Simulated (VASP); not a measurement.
# YN (R-3m) in VASP: relaxation of the atoms with PBEsol

Aim: the relaxation of the atoms of YN with PBEsol.

All numbers are computed with VASP 6.6.1; they aren't measurements. Logs are shortened: lines on timing, memory, paths and dates and some standing lists are left out, and cuts for length are marked.

## Step 1: The cell of the first run

It takes space group R-3m (No. 166, trigonal). Conventional cell: a = 3.469 Å, b = 3.469 Å, c = 8.362 Å, α = 90.00°, β = 90.00°, γ = 120.00°. Y (site symmetry -3m) has 6 N at 2.44 Å within 3.2 Å. N (site symmetry -3m) has 6 Y at 2.44 Å within 3.2 Å.

## Step 2: Relaxation of the atoms, PBEsol (strained cell)

Contents of INCAR:

```
ALGO = Normal
EDIFF = 1E-7
EDIFFG = -0.002
ENCUT = 520
GGA = PS
GGA_COMPAT = False
IBRION = 2
ISIF = 2
ISMEAR = 0
LASPH = True
LCHARG = False
LREAL = False
LWAVE = False
NELM = 120
NELMIN = 4
NSW = 60
PREC = Accurate
SIGMA = 0.01
```

Contents of KPOINTS:

```
k-points
0
Gamma
  12 12 12
```

Contents of POSCAR:

```
YN
1.0
   -0.0259022450      2.4267165776      2.4267165776
    2.4267165776     -0.0259022450      2.4267165776
    2.4267165776      2.4267165776     -0.0259022450
Y N
1 1
Direct
    0.0000000000      0.0000000000      0.0000000000
    0.5000000000      0.5000000000      0.5000000000
```

Potentials or basis: VASP PAW PBE potentials, release 64 (Y_sv, N).

Launch:

```console
$ cat potpaw_PBE.64/Y_sv/POTCAR potpaw_PBE.64/N/POTCAR > POTCAR
$ mpirun -np 1 vasp_std > vasp.out
```

OUTCAR:

```text
EDIFF = 1E-7
   EDIFFG = -0.002
   ENCUT = 520
   GGA = PS
   IBRION = 2
   ISIF = 2
   ISMEAR = 0
   LASPH = True
   LREAL = False
   NELM = 120
   NELMIN = 4
   NSW = 60
   PREC = Accurate

 ion  position               nearest neighbor table
   1  0.000  0.000  0.000-   2 2.44   2 2.44   2 2.44   2 2.44   2 2.44   2 2.44
   2  0.500  0.500  0.500-   1 2.44   1 2.44   1 2.44   1 2.44   1 2.44   1 2.44

  LATTYP: Found a trigonal (rhomboedric) cell.
 ALAT       =     3.4319932433
 COS(alpha) =     0.4892983447

  Lattice vectors:

 A1 = (  -0.0259022450,   2.4267165776,   2.4267165776)
 A2 = (   2.4267165776,  -0.0259022450,   2.4267165776)
 A3 = (   2.4267165776,   2.4267165776,  -0.0259022450)

Analysis of symmetry for initial positions (statically):
=====================================================================
 Subroutine PRICEL returns:
 Original cell was already a primitive cell.

 Routine SETGRP: Setting up the symmetry group for a
 trigonal (rhombohedral) supercell.

 Subroutine GETGRP returns: Found 12 space group operations
 (whereof 12 operations were pure point group operations)
 out of a pool of 12 trial point group operations.

The static configuration has the point symmetry D_3d.

Analysis of symmetry for dynamics (positions and initial velocities):
=====================================================================
 Subroutine PRICEL returns:
 Original cell was already a primitive cell.

 Routine SETGRP: Setting up the symmetry group for a
 trigonal (rhombohedral) supercell.

 Subroutine GETGRP returns: Found 12 space group operations
 (whereof 12 operations were pure point group operations)
 out of a pool of 12 trial point group operations.

The dynamic configuration has the point symmetry D_3d.

 Subroutine INISYM returns: Found 12 space group operations
 (whereof 12 operations are pure point group operations),
 and found     1 'primitive' translations

----------------------------------------------------------------------------------------

                                     Primitive cell

  volume of cell :      29.0392

  direct lattice vectors                    reciprocal lattice vectors
    -0.025902245  2.426716578  2.426716578    -0.202769885  0.204957557  0.204957557
     2.426716578 -0.025902245  2.426716578     0.204957557 -0.202769885  0.204957557
     2.426716578  2.426716578 -0.025902245     0.204957557  0.204957557 -0.202769885

  length of vectors
     3.431993243  3.431993243  3.431993243     0.353738360  0.353738360  0.353738360

[... 92 lines left out ...]
   NUPDOWN=      -1.0000    fix difference up-down
   EMIN   =  10.00;   EMAX   =-10.00  energy-range for DOS
   EFERMI =   0.00;   METHOD = LEGACY
   ISMEAR =     0;   SIGMA  =   0.01  broadening in eV -4-tet -1-fermi 0-gaus
   EFERMI_NEDOS =   21; number of points for ismear=-14 and -15
   IALGO  =     38    algorithm
   IMIX   =      4    mixing-type and parameters
     AMIX     =   0.40;   BMIX     =  1.00
     AMIX_MAG =   1.60;   BMIX_MAG =  1.00
  volume/ion in A,a.u.               =      14.52        97.98
  Fermi-wavevector in a.u.,A,eV,Ry     =   1.342105  2.536210 24.507430  1.801245
  Thomas-Fermi vector in A             =   2.470285
   LORBIT       =      0    0 simple, 1 ext, 2 COOP (PROOUT), +10 PAW based schemes
   GGA     = PS    functional components
   LHFCALC =     F    Hartree Fock is set to
   AEXX    =    0.0000 exact exchange contribution
   IVDW    =     0    specifies the selected vdW correction
   LEPSILON=     F    determine dielectric tensor
   LRPA    =     F    only Hartree local field effects (RPA)
 conjugate gradient relaxation of ions
 non-spin polarized calculation
 Gauss-broadening in eV      SIGMA  =   0.01
  energy-cutoff  :      520.00
  volume of cell :       29.04
 maximum number of plane-waves:       797
 NGX is ok and might be reduce to    28
   NGX = 13   NGY = 13   NGZ = 13

 number of electron      16.0000001 magnetization

 Free energy of the ion-electron system (eV)
  ---------------------------------------------------
  ext. energy  EPLUGINS =         0.00000000
  ---------------------------------------------------
  free energy    TOTEN  =       -19.12418281 eV

  energy without entropy =      -19.12418279  energy(sigma->0) =      -19.12418280

 E-fermi :   4.1125     XC(G=0): -11.4751

 val. band max:        4.0877148421   @ k =   0.0000   0.0000   0.0000
 cond. band min:       4.1392491784   @ k =   0.5000   0.5000   0.0000
 fundamental gap:      0.0515343363
 Fermi energy:         4.1124826009

 k-point     1 :       0.0000    0.0000    0.0000
  band No.  band energies     occupation
      1     -36.6255      2.00000
      2     -16.2914      2.00000
      3     -16.2914      2.00000
      4     -16.2812      2.00000
      5      -8.8392      2.00000
      6       4.0206      2.00000
      7       4.0206      2.00000
      8       4.0877      1.99954
      9       7.0731      0.00000
     10       7.0731      0.00000
     11       7.2696      0.00000
     12       8.1854      0.00000
[... 331 lines left out ...]
 k-point    24 :      -0.4167    0.1667   -0.0000
  band No.  band energies     occupation
      1     -36.4901      2.00000
      2     -17.3274      2.00000
      3     -16.5671      2.00000
      4     -16.4096      2.00000
      5      -7.2948      2.00000
      6       0.4431      2.00000
      7       2.0080      2.00000
      8       2.0890      2.00000
      9       8.8486      0.00000
     10       9.4087      0.00000
     11      10.3282      0.00000
     12      12.1181      0.00000

 [... further k-points ...]

------------------------ aborting loop because EDIFF is reached ----------------------------------------

  FORCE on cell =-STRESS in cart. coord.  units (eV):
  Direction    XX          YY          ZZ          XY          YZ          ZX
  --------------------------------------------------------------------------------------
  -------------------------------------------------------------------------------------
  Total       -0.4505892     -0.4505892     -0.4505892      0.2364849      0.2364849      0.2364849
  in kB      -24.8602869    -24.8602869    -24.8602869     13.0475448     13.0475448     13.0475448
  external PRESSURE =     -24.8602869 kB  Pullay stress =       0.0000000 kB

 VOLUME and BASIS-vectors are now :
 -----------------------------------------------------------------------------
  energy-cutoff  :      520.00
  volume of cell :       29.04
      direct lattice vectors                 reciprocal lattice vectors
    -0.025902245  2.426716578  2.426716578    -0.202769885  0.204957557  0.204957557
     2.426716578 -0.025902245  2.426716578     0.204957557 -0.202769885  0.204957557
     2.426716578  2.426716578 -0.025902245     0.204957557  0.204957557 -0.202769885

 POSITION                                       TOTAL-FORCE (eV/Angst)
 -----------------------------------------------------------------------------------
      0.00000      0.00000      0.00000         0.000000     -0.000000     -0.000000
      2.41377      2.41377      2.41377        -0.000000      0.000000      0.000000
 -----------------------------------------------------------------------------------
    total drift:                                0.000000      0.000000      0.000000

  FREE ENERGIE OF THE ION-ELECTRON SYSTEM (eV)
  ---------------------------------------------------
  free  energy   TOTEN  =       -19.1241828072 eV

  energy  without entropy=      -19.1241827925  energy(sigma->0) =      -19.12418280

 reached required accuracy - stopping structural energy minimisation
```

CONTCAR:

```text
YN
   1.00000000000000
    -0.0259022450000000    2.4267165776000001    2.4267165776000001
     2.4267165776000001   -0.0259022450000000    2.4267165776000001
     2.4267165776000001    2.4267165776000001   -0.0259022450000000
  Y               N
     1     1
Direct
     0.0000000000000000    0.0000000000000000    0.0000000000000000
     0.5000000000000000    0.5000000000000000    0.5000000000000000

  0.00000000E+00  0.00000000E+00  0.00000000E+00
  0.00000000E+00  0.00000000E+00  0.00000000E+00
```

Wall time 2.5 min (1 thread of Intel Xeon 8259CL, shared host); peak memory 0.24 GiB.

Results:

* Free energy: -19.1242 eV
* Pressure after relaxing: -2.5 GPa
* Band gap on the k mesh: 0.05 eV (least direct gap 0.45 eV)

Final structure:
```
Y N
1.0
    -0.02590    2.42672    2.42672
     2.42672   -0.02590    2.42672
     2.42672    2.42672   -0.02590
Y N
1 1
Direct
  0.00000 0.00000 0.00000
  0.50000 0.50000 0.50000
```

Levels at points of the mesh, in eV from the valence-band top:
```csv
k point,band 6,band 7,band 8,band 9,band 10,band 11
"(0.00, 0.00, 0.00)",-0.07,-0.07,0.00,2.99,2.99,3.18
"(0.50, 0.00, 0.00)",-4.20,-2.36,-2.24,5.62,6.23,6.47
"(0.50, 0.50, 0.00)",-1.54,-0.46,-0.40,0.05,6.85,7.24
"(0.50, 0.50, 0.50)",-4.19,-2.40,-2.40,5.71,6.45,6.45
```

Caveat: the cell differs from its parent crystal (strained cell); semilocal functionals underestimate gaps, and a narrow one can read as zero; the PAW data sets were made with another functional, which shifts forces and pressure a little. A k mesh can miss the band edges.
